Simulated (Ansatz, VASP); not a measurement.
# Ti3Al in VASP and in Ansatz

```
CELL_PARAMETERS angstrom
2.95627 0.00000 0.00000
-1.47813 2.56020 0.00000
0.00000 0.00000 9.06658
ATOMIC_POSITIONS crystal
Ti 0.66667 0.33333 0.00000
Ti 0.33333 0.66667 0.73421
Ti 0.33333 0.66667 0.26579
Al 0.66667 0.33333 0.50000
```

Alike in both runs: task single point; functional PBE; k mesh 15 × 15 × 6; occupations gaussian, width 0.15 eV; no spin polarisation.

|  | VASP | Ansatz |
| --- | --- | --- |
| version | VASP 6.6.1 | Ansatz 0.2.0 |
| potentials or method | VASP PAW PBE potentials, release 64 (Ti_sv, Al), cutoff 520 eV | scalar-relativistic, plane waves, PAW |
| valence electrons in the cell | 39 | 39 |

|  | VASP | Ansatz | Ansatz less VASP |
| --- | --- | --- | --- |
| gap on the k mesh at the Fermi level (eV) | none | none | - |
| pressure (GPa) | 0.8 | 1.0 | +0.11 |
| traceless stress, the component that is largest in VASP (GPa) | 4.39 | 4.36 | -0.029 |
| rms of the force components (eV/Å) | 0.499 | 0.495 | -0.0043 |

Atom by atom the forces differ by 0.004 eV/Å (rms over components). A gap of «none» marks a metal or a gap that the smearing closes. With one functional, cell and mesh, what is left measures potentials, basis and numerics.
